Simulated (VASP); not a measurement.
# B2P3 (P6/mmm) in VASP: relaxation of cell and atoms with PBE

Aim: the relaxation of cell and atoms of B2P3 with PBE.

Program: VASP 6.6.1. These are calculated values, not measurements. Logs are shortened: lines on timing, memory, paths and dates and some standing lists are left out, and cuts for length are marked.

### Step 1. The cell of the first run

The structure is hexagonal, space group P6/mmm (No. 191). The conventional cell has a = 3.996 Å, b = 3.996 Å, c = 4.135 Å, α = 90.00°, β = 90.00°, γ = 120.00°. Within 2.7 Å of B (site symmetry -6m2) lie 5 P at 2.07 to 2.31 Å and 3 B at 2.31 Å. Within 2.7 Å of P (site symmetry -6m2) lie 2 B at 2.07 Å and 3 P at 2.31 Å. Within 3.1 Å of P (site symmetry 6/mmm) lie 6 B at 2.31 Å and 12 P at 3.10 Å.

The cell was built from a structure type or drawn by symmetry, and may not be a known phase.

### Step 2. Relaxation of cell and atoms, PBE

The input, INCAR:

```
SYSTEM = B2P3
  PREC = Accurate
  ENCUT = 600
  EDIFF = 1E-7
  ISMEAR = 0
  SIGMA = 0.1
  LREAL = .FALSE.
  LASPH = .TRUE.
  NELM = 60
  ALGO = Normal
  ISIF = 3
  LWAVE = .FALSE.
  LCHARG = .FALSE.
  GGA = PE
  IBRION = 2
  NSW = 100
  EDIFFG = -0.01
```

The input, KPOINTS:

```
Automatic mesh
0
G
  12 12 10
  0 0 0
```

The input, POSCAR:

```
B2P3
1.0
    3.9960851223      0.0000000000      0.0000000000
   -1.9980425611      3.4607112316      0.0000000000
    0.0000000000      0.0000000000      4.1353766285
B P
2 3
Direct
    0.3333333333      0.6666666667      0.5000000000
    0.6666666667      0.3333333333      0.5000000000
    0.3333333333      0.6666666667      0.0000000000
    0.6666666667      0.3333333333      0.0000000000
    0.0000000000      0.0000000000      0.5000000000
```

Potentials or basis: VASP PAW PBE potentials, release 64 (B, P).

Launch:

```
$ cat potpaw_PBE.64/B/POTCAR potpaw_PBE.64/P/POTCAR > POTCAR
$ mpirun -np 1 vasp_std > vasp.out
```

OUTCAR:

```text
SYSTEM = B2P3
   PREC = Accurate
   ENCUT = 600
   EDIFF = 1E-7
   ISMEAR = 0
   LREAL = .FALSE.
   LASPH = .TRUE.
   NELM = 60
   ISIF = 3
   GGA = PE
   IBRION = 2
   NSW = 100
   EDIFFG = -0.01

 ion  position               nearest neighbor table
   1  0.333  0.667  0.500-   3 2.07   3 2.07   5 2.31   5 2.31   5 2.31
   2  0.667  0.333  0.500-   4 2.07   4 2.07   5 2.31   5 2.31   5 2.31
   3  0.333  0.667  0.000-   1 2.07   1 2.07   4 2.31   4 2.31   4 2.31
   4  0.667  0.333  0.000-   2 2.07   2 2.07   3 2.31   3 2.31   3 2.31
   5  0.000  0.000  0.500-   1 2.31   2 2.31   1 2.31   2 2.31   2 2.31   1 2.31

  LATTYP: Found a hexagonal cell.
 ALAT       =     3.9960851223
 C/A-ratio  =     1.0348569918

  Lattice vectors:

 A1 = (   3.9960851223,   0.0000000000,   0.0000000000)
 A2 = (  -1.9980425611,   3.4607112316,   0.0000000000)
 A3 = (   0.0000000000,   0.0000000000,   4.1353766285)

Analysis of symmetry for initial positions (statically):
=====================================================================
 Subroutine PRICEL returns:
 Original cell was already a primitive cell.

 Routine SETGRP: Setting up the symmetry group for a
 hexagonal supercell.

 Subroutine GETGRP returns: Found 24 space group operations
 (whereof 24 operations were pure point group operations)
 out of a pool of 24 trial point group operations.

The static configuration has the point symmetry D_6h.

Analysis of symmetry for dynamics (positions and initial velocities):
=====================================================================
 Subroutine PRICEL returns:
 Original cell was already a primitive cell.

 Routine SETGRP: Setting up the symmetry group for a
 hexagonal supercell.

 Subroutine GETGRP returns: Found 24 space group operations
 (whereof 24 operations were pure point group operations)
 out of a pool of 24 trial point group operations.

The dynamic configuration has the point symmetry D_6h.

 Subroutine INISYM returns: Found 24 space group operations
 (whereof 24 operations are pure point group operations),
 and found     1 'primitive' translations

----------------------------------------------------------------------------------------

                                     Primitive cell

  volume of cell :      57.1894

  direct lattice vectors                    reciprocal lattice vectors
     3.996085122  0.000000000  0.000000000     0.250244920  0.144478972  0.000000000
    -1.998042561  3.460711232  0.000000000     0.000000000  0.288957943  0.000000000
     0.000000000  0.000000000  4.135376629     0.000000000  0.000000000  0.241815943

  length of vectors
     3.996085122  3.996085122  4.135376629     0.288957943  0.288957943  0.241815943

  position of ions in fractional coordinates (direct lattice)
     0.333333333  0.666666667  0.500000000
     0.666666667  0.333333333  0.500000000
     0.333333333  0.666666667  0.000000000
     0.666666667  0.333333333  0.000000000
     0.000000000  0.000000000  0.500000000

  ion indices of the primitive-cell ions
   primitive index   ion index
                 1           1
                 2           2
                 3           3
                 4           4
                 5           5

----------------------------------------------------------------------------------------

 KPOINTS: Automatic mesh

Automatic generation of k-mesh.
 Grid dimensions read from file:
 generate k-points for:   12   12   10

 Generating k-lattice:

  Cartesian coordinates                     Fractional coordinates (reciprocal lattice)
     0.020853743  0.012039914  0.000000000     0.083333333  0.000000000  0.000000000
     0.000000000  0.024079829  0.000000000     0.000000000  0.083333333  0.000000000
     0.000000000  0.000000000  0.024181594     0.000000000  0.000000000  0.100000000

  Length of vectors
     0.024079829  0.024079829  0.024181594

  Shift w.r.t. Gamma in fractional coordinates (k-lattice)
     0.000000000  0.000000000  0.000000000

 Subroutine IBZKPT returns following result:
 ===========================================

 Found    114 irreducible k-points:

 Following reciprocal coordinates:
            Coordinates               Weight
  0.000000  0.000000  0.000000      1.000000
  0.083333  0.000000  0.000000      6.000000
  0.166667  0.000000  0.000000      6.000000
  0.250000  0.000000  0.000000      6.000000
  0.333333  0.000000  0.000000      6.000000
  0.416667  0.000000  0.000000      6.000000
[... 16 lines left out ...]
  0.250000  0.000000  0.100000     12.000000
  0.333333  0.000000  0.100000     12.000000
 [... further k-points ...]
   k-points           NKPTS =    114   k-points in BZ     NKDIM =    114   number of bands    NBANDS=     14
   number of dos      NEDOS =    301   number of ions     NIONS =      5
   total plane-waves  NPLWV =  36864
   dimension x,y,z NGX =    32 NGY =   32 NGZ =   36
   dimension x,y,z NGXF=    64 NGYF=   64 NGZF=   72
   ions per type =               2   3
   NGX,Y,Z   is equivalent  to a cutoff of  13.31, 13.31, 14.47 a.u.
   NGXF,Y,Z  is equivalent  to a cutoff of  26.63, 26.63, 28.94 a.u.
 SYSTEM =  B2P3
   PREC   = accura    normal or accurate (medium, high low for compatibility)
   ISTART =      0    job   : 0-new  1-cont  2-samecut
   ICHARG =      2    charge: 1-file 2-atom 10-const
   ISPIN  =      1    spin polarized calculation?
   LNONCOLLINEAR =      F non collinear calculations
   LSORBIT =      F    spin-orbit coupling
   LASPH  =      T    aspherical Exc in radial PAW
   ENCUT  =  600.0 eV  44.10 Ry    6.64 a.u.   7.98  7.98  8.26*2*pi/ulx,y,z
   NELM   =     60;   NELMIN=  2; NELMDL= -5     # of ELM steps
   EDIFF  = 0.1E-06   stopping-criterion for ELM
   LREAL  =      F    real-space projection
   EDIFFG = -.1E-01   stopping-criterion for IOM
   NSW    =    100    number of steps for IOM
   IBRION =      2    ionic relax: 0-MD 1-quasi-New 2-CG
   NFREE  =      1    steps in history (QN), initial steepest desc. (CG)
   ISIF   =      3    stress and relaxation
   ISYM   =      2    0-nonsym 1-usesym 2-fastsym
   POTIM  = 0.5000    time-step for ionic-motion
   TEBEG  =    0.0;   TEEND  =   0.0 temperature during run
   PSTRESS=    0.0 pullay stress
   NELECT =      21.0000    total number of electrons
   NUPDOWN=      -1.0000    fix difference up-down
   EMIN   =  10.00;   EMAX   =-10.00  energy-range for DOS
   EFERMI =   0.00;   METHOD = LEGACY
   ISMEAR =     0;   SIGMA  =   0.10  broadening in eV -4-tet -1-fermi 0-gaus
   EFERMI_NEDOS =   21; number of points for ismear=-14 and -15
   IALGO  =     38    algorithm
   IMIX   =      4    mixing-type and parameters
     AMIX     =   0.40;   BMIX     =  1.00
     AMIX_MAG =   1.60;   BMIX_MAG =  1.00
  volume/ion in A,a.u.               =      11.44        77.19
  Fermi-wavevector in a.u.,A,eV,Ry     =   1.172311  2.215347 18.698668  1.374313
  Thomas-Fermi vector in A             =   2.308742
   LORBIT       =      0    0 simple, 1 ext, 2 COOP (PROOUT), +10 PAW based schemes
   GGA     = PE    functional components
   LHFCALC =     F    Hartree Fock is set to
   AEXX    =    0.0000 exact exchange contribution
   IVDW    =     0    specifies the selected vdW correction
   LEPSILON=     F    determine dielectric tensor
   LRPA    =     F    only Hartree local field effects (RPA)
 conjugate gradient relaxation of ions
 non-spin polarized calculation
 Gauss-broadening in eV      SIGMA  =   0.10
  energy-cutoff  :      600.00
  volume of cell :       57.19
 maximum number of plane-waves:      1928
 NGX is ok and might be reduce to    32
   NGX = 15   NGY = 15   NGZ = 17

--------------------------------------- Ionic step        1  -------------------------------------------

 number of electron      21.0000001 magnetization

 Free energy of the ion-electron system (eV)
  ---------------------------------------------------
  ext. energy  EPLUGINS =         0.00000000
  ---------------------------------------------------
  free energy    TOTEN  =       -25.51633292 eV

  energy without entropy =      -25.50314998  energy(sigma->0) =      -25.50974145

------------------------ aborting loop because EDIFF is reached ----------------------------------------

  FORCE on cell =-STRESS in cart. coord.  units (eV):
  Direction    XX          YY          ZZ          XY          YZ          ZX
  --------------------------------------------------------------------------------------
  -------------------------------------------------------------------------------------
  Total       -1.4104604     -1.4104604      1.8662861     -0.0000000      0.0000000      0.0000000
  in kB      -39.5144837    -39.5144837     52.2845810     -0.0000000      0.0000000      0.0000000
  external PRESSURE =      -8.9147954 kB  Pullay stress =       0.0000000 kB
[... 102 lines left out ...]
  energy  without entropy=      -25.5563440503  energy(sigma->0) =      -25.56197097

--------------------------------------- Ionic step        4  -------------------------------------------

 number of electron      20.9999998 magnetization

 Free energy of the ion-electron system (eV)
  ---------------------------------------------------
  ext. energy  EPLUGINS =         0.00000000
  ---------------------------------------------------
  free energy    TOTEN  =       -25.56763212 eV

  energy without entropy =      -25.55636007  energy(sigma->0) =      -25.56199610

 E-fermi :   9.1443     XC(G=0): -11.6415

 val. band max:        9.1398387431   @ k =   0.1667   0.0000   0.5000
 cond. band min:       9.1453335435   @ k =   0.3333   0.0833   0.1000
 fundamental gap:      0.0054948005
 Fermi energy:         9.1442779247

 k-point     1 :       0.0000    0.0000    0.0000
  band No.  band energies     occupation
      1      -7.4209      2.00000
      2      -1.3174      2.00000
      3       0.8412      2.00000
      4       3.0077      2.00000
      5       3.5441      2.00000
      6       3.5441      2.00000
      7       5.1045      2.00000
      8       5.1045      2.00000
      9       6.4609      2.00000
     10       7.4898      2.00000
     11       8.5994      2.00000
     12       8.5994      2.00000
     13      10.9893      0.00000
     14      11.5610      0.00000
[... 375 lines left out ...]
 k-point    24 :       0.3333    0.0000    0.1000
  band No.  band energies     occupation
      1      -6.1031      2.00000
      2      -2.4400      2.00000
      3      -0.6759      2.00000
      4       1.6141      2.00000
      5       1.8425      2.00000
      6       3.2418      2.00000
      7       4.6434      2.00000
      8       6.1501      2.00000
      9       6.4473      2.00000
     10       8.3413      2.00000
     11       9.1794      0.61901
     12      10.3222      0.00000
     13      11.5880      0.00000
     14      12.8362      0.00000

 [... further k-points ...]
[... 5 lines left out ...]
  --------------------------------------------------------------------------------------
  -------------------------------------------------------------------------------------
  Total        0.0259460      0.0259460      0.0361838      0.0000000     -0.0000000      0.0000000
  in kB        0.7367436      0.7367436      1.0274477      0.0000000     -0.0000000      0.0000000
  external PRESSURE =       0.8336450 kB  Pullay stress =       0.0000000 kB
[... 20 lines left out ...]
  FREE ENERGIE OF THE ION-ELECTRON SYSTEM (eV)
  ---------------------------------------------------
  free  energy   TOTEN  =       -25.5676321216 eV

  energy  without entropy=      -25.5563600737  energy(sigma->0) =      -25.56199610

 reached required accuracy - stopping structural energy minimisation
```

It took 4 min on 1 thread of Intel Xeon Platinum 8488C (Sapphire Rapids), shared host; peak memory 0.25 GiB.

Results:

```yaml
Free_energy: -25.5676 eV
Relaxed_volume: 11.28 Å³/atom
Relaxed_cell: a = 3.921 Å, b = 3.921 Å, c = 4.239 Å, α = 90.00°, β = 90.00°, γ = 120.00°
Space_group_after_relaxing_to_0.1_Å: P6/mmm (No. 191)
Energy_gained_by_relaxing: 10.3 meV/atom
Ionic_steps: 4
Pressure_after_relaxing: 0.1 GPa
Band_gap_on_the_k_mesh: zero (an odd number of electrons rules out a gap without spin polarisation)
```

Step by step:
| step | energy change (eV) | largest force (eV/Å) | pressure (GPa) | volume (Å³) |
| --- | --- | --- | --- | --- |
| 1 | 0.0000 | 0.0000 | -0.89 | 57.19 |
| 2 | -0.0471 | 0.0000 | -0.18 | 56.65 |
| 3 | -0.0513 | 0.0000 | 0.11 | 56.40 |
| 4 | -0.0513 | 0.0000 | 0.08 | 56.42 |

Final structure:
```
B P
1.0
     3.92052    0.00000    0.00000
    -1.96026    3.39527    0.00000
     0.00000    0.00000    4.23885
B P
2 3
Cartesian
  0.0000 2.2635 2.1194
  1.9603 1.1318 2.1194
  0.0000 2.2635 0.0000
  1.9603 1.1318 0.0000
  0.0000 0.0000 2.1194
```
